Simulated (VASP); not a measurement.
# TiAl3 (Pmm2) in VASP: a series of runs, part 2 of 2

VASP 6.6.1.

## (4) Single point, r2SCAN

Contents of POSCAR:

```
TiAl3
1.0
    2.8396770000      0.0000000000      0.0000000000
    0.0000000000      4.6812640000      0.0000000000
    0.0000000000      0.0000000000      4.9007420000
Ti Al
1 3
Direct
    0.0000000000      0.5000000000      0.1659160000
    0.5000000000      0.5000000000      0.6672710000
    0.5000000000      0.0000000000      0.3309120000
    0.0000000000      0.0000000000      0.8359000000
```

Contents of INCAR.step1:

```
SYSTEM = TiAl3
PREC = Accurate
ENCUT = 520
ISMEAR = 0
SIGMA = 0.1
LREAL = .FALSE.
LASPH = .TRUE.
NELM = 60
NBANDS = 18
GGA = PE
ALGO = Normal
EDIFF = 1E-4
LWAVE = .TRUE.
LCHARG = .FALSE.
```

Contents of INCAR.step2:

```
SYSTEM = TiAl3
PREC = Accurate
ENCUT = 520
EDIFF = 1E-7
ISMEAR = 0
SIGMA = 0.1
LREAL = .FALSE.
LASPH = .TRUE.
NELM = 60
ALGO = Normal
ISIF = 2
LWAVE = .FALSE.
LCHARG = .FALSE.
METAGGA = R2SCAN
LMIXTAU = .TRUE.
NBANDS = 18
ISTART = 1
```

Contents of KPOINTS:

```
regular mesh
0
G
  8 6 6
  0 0 0
```

Potentials or basis: VASP PAW PBE potentials, release 64 (Ti_sv, Al).

Started as:

```bash
$ cat potpaw_PBE.64/Ti_sv/POTCAR potpaw_PBE.64/Al/POTCAR > POTCAR
$ cp INCAR.step1 INCAR
$ mpirun -np 1 vasp_std > vasp.out
$ cp INCAR.step2 INCAR
$ mpirun -np 1 vasp_std > vasp.out
```

OUTCAR:

```text
SYSTEM = TiAl3
   PREC = Accurate
   ENCUT = 520
   EDIFF = 1E-7
   ISMEAR = 0
   LREAL = .FALSE.
   LASPH = .TRUE.
   NELM = 60
   ISIF = 2
   METAGGA = R2SCAN
   ISTART = 1

 ion  position               nearest neighbor table
   1  0.000  0.500  0.166-   2 2.83   2 2.83   2 2.84   2 2.84   4 2.85   4 2.85   3 2.85   3 2.85
                             3 2.85   3 2.85
   2  0.500  0.500  0.667-   1 2.83   1 2.83   1 2.84   1 2.84   4 2.86   4 2.86   4 2.86   4 2.86
                             3 2.86   3 2.86
   3  0.500  0.000  0.331-   4 2.81   4 2.81   4 2.85   4 2.85   1 2.85   1 2.85   1 2.85   1 2.85
                             2 2.86   2 2.86
   4  0.000  0.000  0.836-   3 2.81   3 2.81   1 2.85   1 2.85   3 2.85   3 2.85   2 2.86   2 2.86
                             2 2.86   2 2.86

  LATTYP: Found a simple orthorhombic cell.
 ALAT       =     2.8396770000
 B/A-ratio  =     1.6485198845
 C/A-ratio  =     1.7258096607

  Lattice vectors:

 A1 = (   2.8396770000,   0.0000000000,   0.0000000000)
 A2 = (   0.0000000000,   4.6812640000,   0.0000000000)
 A3 = (   0.0000000000,   0.0000000000,   4.9007420000)

Analysis of symmetry for initial positions (statically):
=====================================================================
 Subroutine PRICEL returns:
 Original cell was already a primitive cell.

 Routine SETGRP: Setting up the symmetry group for a
 simple orthorhombic supercell.

 Subroutine GETGRP returns: Found  4 space group operations
 (whereof  4 operations were pure point group operations)
 out of a pool of  8 trial point group operations.

The static configuration has the point symmetry C_2v.

Analysis of symmetry for dynamics (positions and initial velocities):
=====================================================================
 Subroutine PRICEL returns:
 Original cell was already a primitive cell.

 Routine SETGRP: Setting up the symmetry group for a
 simple orthorhombic supercell.

 Subroutine GETGRP returns: Found  4 space group operations
 (whereof  4 operations were pure point group operations)
 out of a pool of  8 trial point group operations.

The dynamic configuration has the point symmetry C_2v.

 Subroutine INISYM returns: Found  4 space group operations
 (whereof  4 operations are pure point group operations),
 and found     1 'primitive' translations

----------------------------------------------------------------------------------------

                                     Primitive cell

  volume of cell :      65.1469

  direct lattice vectors                    reciprocal lattice vectors
     2.839677000  0.000000000  0.000000000     0.352152727  0.000000000  0.000000000
     0.000000000  4.681264000  0.000000000     0.000000000  0.213617519  0.000000000
     0.000000000  0.000000000  4.900742000     0.000000000  0.000000000  0.204050734

  length of vectors
     2.839677000  4.681264000  4.900742000     0.352152727  0.213617519  0.204050734

  position of ions in fractional coordinates (direct lattice)
     0.000000000  0.500000000  0.165916000
     0.500000000  0.500000000  0.667271000
     0.500000000  0.000000000  0.330912000
     0.000000000  0.000000000  0.835900000

  ion indices of the primitive-cell ions
   primitive index   ion index
                 1           1
                 2           2
[... 22 lines left out ...]
     0.000000000  0.000000000  0.000000000

 Subroutine IBZKPT returns following result:
 ===========================================

 Found     80 irreducible k-points:

 Following reciprocal coordinates:
            Coordinates               Weight
  0.000000  0.000000  0.000000      1.000000
  0.125000  0.000000  0.000000      2.000000
  0.250000  0.000000  0.000000      2.000000
  0.375000  0.000000  0.000000      2.000000
  0.500000  0.000000  0.000000      1.000000
  0.000000  0.166667  0.000000      2.000000
[... 16 lines left out ...]
  0.250000  0.000000  0.166667      4.000000
  0.375000  0.000000  0.166667      4.000000
 [... further k-points ...]
   k-points           NKPTS =     80   k-points in BZ     NKDIM =     80   number of bands    NBANDS=     18
   number of dos      NEDOS =    301   number of ions     NIONS =      4
   total plane-waves  NPLWV =  31104
   dimension x,y,z NGX =    24 NGY =   36 NGZ =   36
   dimension x,y,z NGXF=    48 NGYF=   72 NGZF=   72
   ions per type =               1   3
   NGX,Y,Z   is equivalent  to a cutoff of  14.05, 12.78, 12.21 a.u.
   NGXF,Y,Z  is equivalent  to a cutoff of  28.10, 25.57, 24.42 a.u.
 SYSTEM =  TiAl3
   PREC   = accura    normal or accurate (medium, high low for compatibility)
   ISTART =      1    job   : 0-new  1-cont  2-samecut
   ICHARG =      0    charge: 1-file 2-atom 10-const
   ISPIN  =      1    spin polarized calculation?
   LNONCOLLINEAR =      F non collinear calculations
   LSORBIT =      F    spin-orbit coupling
   LASPH  =      T    aspherical Exc in radial PAW
   ENCUT  =  520.0 eV  38.22 Ry    6.18 a.u.   5.28  8.70  9.11*2*pi/ulx,y,z
   NELM   =     60;   NELMIN=  2; NELMDL=  0     # of ELM steps
   EDIFF  = 0.1E-06   stopping-criterion for ELM
   LREAL  =      F    real-space projection
   EDIFFG = 0.1E-05   stopping-criterion for IOM
   NSW    =      0    number of steps for IOM
   IBRION =     -1    ionic relax: 0-MD 1-quasi-New 2-CG
   NFREE  =      0    steps in history (QN), initial steepest desc. (CG)
   ISIF   =      2    stress and relaxation
   ISYM   =      2    0-nonsym 1-usesym 2-fastsym
   POTIM  = 0.5000    time-step for ionic-motion
   TEBEG  =    0.0;   TEEND  =   0.0 temperature during run
   PSTRESS=    0.0 pullay stress
   NELECT =      21.0000    total number of electrons
   NUPDOWN=      -1.0000    fix difference up-down
   EMIN   =  10.00;   EMAX   =-10.00  energy-range for DOS
   EFERMI =   0.00;   METHOD = LEGACY
   ISMEAR =     0;   SIGMA  =   0.10  broadening in eV -4-tet -1-fermi 0-gaus
   EFERMI_NEDOS =   21; number of points for ismear=-14 and -15
   IALGO  =     38    algorithm
   IMIX   =      4    mixing-type and parameters
     AMIX     =   0.40;   BMIX     =  1.00
     AMIX_MAG =   1.60;   BMIX_MAG =  1.00
  volume/ion in A,a.u.               =      16.29       109.91
  Fermi-wavevector in a.u.,A,eV,Ry     =   1.122492  2.121202 17.143184  1.259988
  Thomas-Fermi vector in A             =   2.259152
   LORBIT       =      0    0 simple, 1 ext, 2 COOP (PROOUT), +10 PAW based schemes
   METAGGA = R2SCAN    functional components
   LHFCALC =     F    Hartree Fock is set to
   AEXX    =    0.0000 exact exchange contribution
   IVDW    =     0    specifies the selected vdW correction
   LEPSILON=     F    determine dielectric tensor
   LRPA    =     F    only Hartree local field effects (RPA)
 non-spin polarized calculation
 Gauss-broadening in eV      SIGMA  =   0.10
  energy-cutoff  :      520.00
  volume of cell :       65.15
 maximum number of plane-waves:      1776
 NGX is ok and might be reduce to    24
   NGX = 11   NGY = 17   NGZ = 19

 number of electron      21.0000004 magnetization

 Free energy of the ion-electron system (eV)
  ---------------------------------------------------
  ext. energy  EPLUGINS =         0.00000000
  ---------------------------------------------------
  free energy    TOTEN  =       -34.17690753 eV

  energy without entropy =      -34.16050787  energy(sigma->0) =      -34.16870770

 E-fermi :   8.0342     XC(G=0): -11.3936

 val. band max:        8.0139116750   @ k =   0.1250   0.3333   0.3333
 cond. band min:       8.0453854620   @ k =   0.2500   0.5000   0.1667
 fundamental gap:      0.0314737870
 Fermi energy:         8.0341883280

 k-point     1 :       0.0000    0.0000    0.0000
  band No.  band energies     occupation
      1     -50.8264      2.00000
      2     -26.1184      2.00000
      3     -26.1072      2.00000
      4     -25.7229      2.00000
      5      -2.6930      2.00000
      6       2.7212      2.00000
[... 481 lines left out ...]
      5       0.1884      2.00000
      6       4.0323      2.00000
[... 10 lines left out ...]
     17      12.0757      0.00000
     18      13.0464      0.00000

 [... further k-points ...]
[... 5 lines left out ...]
  --------------------------------------------------------------------------------------
  -------------------------------------------------------------------------------------
  Total       -1.2021050     -0.7465706     -0.7251294      0.0000000      0.0000000      0.0000000
  in kB      -29.5637192    -18.3606296    -17.8333190      0.0000000      0.0000000      0.0000000
  external PRESSURE =     -21.9192226 kB  Pullay stress =       0.0000000 kB

 VOLUME and BASIS-vectors are now :
 -----------------------------------------------------------------------------
  energy-cutoff  :      520.00
  volume of cell :       65.15
      direct lattice vectors                 reciprocal lattice vectors
     2.839677000  0.000000000  0.000000000     0.352152727  0.000000000  0.000000000
     0.000000000  4.681264000  0.000000000     0.000000000  0.213617519  0.000000000
     0.000000000  0.000000000  4.900742000     0.000000000  0.000000000  0.204050734

 POSITION                                       TOTAL-FORCE (eV/Angst)
 -----------------------------------------------------------------------------------
      0.00000      2.34063      0.81311         0.000000      0.000000      0.002316
      1.41984      2.34063      3.27012         0.000000      0.000000     -0.035729
      1.41984      0.00000      1.62171         0.000000      0.000000      0.071918
      0.00000      0.00000      4.09653         0.000000      0.000000     -0.038505
 -----------------------------------------------------------------------------------
    total drift:                                0.000000      0.000000     -0.001243

  FREE ENERGIE OF THE ION-ELECTRON SYSTEM (eV)
  ---------------------------------------------------
  free  energy   TOTEN  =       -34.1769075316 eV

  energy  without entropy=      -34.1605078698  energy(sigma->0) =      -34.16870770
```

Run time: 6.2 min. Hardware: 1 thread of Intel Xeon Platinum 8259CL at 2.50GHz (Skylake/Cascade Lake), shared host; peak memory 0.24 GiB.

Results:

| Item | Value |
| --- | --- |
| Free energy | -34.1769 eV |
| Pressure | -2.2 GPa |
| Largest force | 0.072 eV/Å |

Forces in eV/Å, atoms in the order of the input:
```
Ti   0.000  0.000  0.002
Al   0.000  0.000 -0.036
Al   0.000  0.000  0.072
Al   0.000  0.000 -0.039
```

Stress tensor (GPa, compression positive):
```
-2.96  0.00  0.00
 0.00 -1.84  0.00
 0.00  0.00 -1.78
```

Levels at points of the mesh, in eV from the Fermi level:
```tsv
k point	band 8	band 9	band 10	band 11	band 12	band 13	band 14	band 15
(0.00, 0.00, 0.00)	-3.80	-2.74	-0.78	-0.38	2.61	2.66	2.89	2.92
(0.50, 0.00, 0.00)	-2.06	-1.81	0.45	0.68	0.75	1.41	1.67	2.54
(0.00, 0.50, 0.00)	-3.23	-2.17	-1.63	-0.11	2.49	2.62	2.92	3.34
(0.50, 0.50, 0.00)	-3.48	-1.71	-0.46	-0.24	0.90	1.19	1.43	3.52
(0.00, 0.00, 0.50)	-2.30	-2.14	-1.24	-0.28	2.47	2.49	2.67	3.44
(0.50, 0.00, 0.50)	-3.68	-1.34	-0.17	-0.03	0.66	1.25	2.17	3.46
(0.00, 0.50, 0.50)	-5.12	-0.15	0.03	0.89	2.52	2.52	3.94	5.38
(0.50, 0.50, 0.50)	-3.45	-3.02	-2.89	-0.97	-0.17	1.16	2.30	2.63
```

Caveat: the PAW data sets were made with another functional, which shifts forces and pressure a little.

## (5) Summary

| k mesh | gap on the mesh (eV) | pressure (GPa) | largest force (eV/Å) |
| --- | --- | --- | --- |
| 4 × 2 × 2 | none | -2.1 | 0.25 |
| 6 × 4 × 4 | none | -2.3 | 0.05 |
| 8 × 6 × 6 | none | -2.2 | 0.07 |

Alike in all rows: task single point; level r2SCAN; potentials or basis VASP PAW PBE potentials, release 64 (Ti_sv, Al); no spin polarisation; cell as given; cutoff (eV) 520; smearing gaussian 0.1 eV.

Caveats: some runs use coarse meshes; the PAW data sets were made with another functional, which shifts forces and pressure a little.

Absolute energies hang on the potentials; compare differences alone.
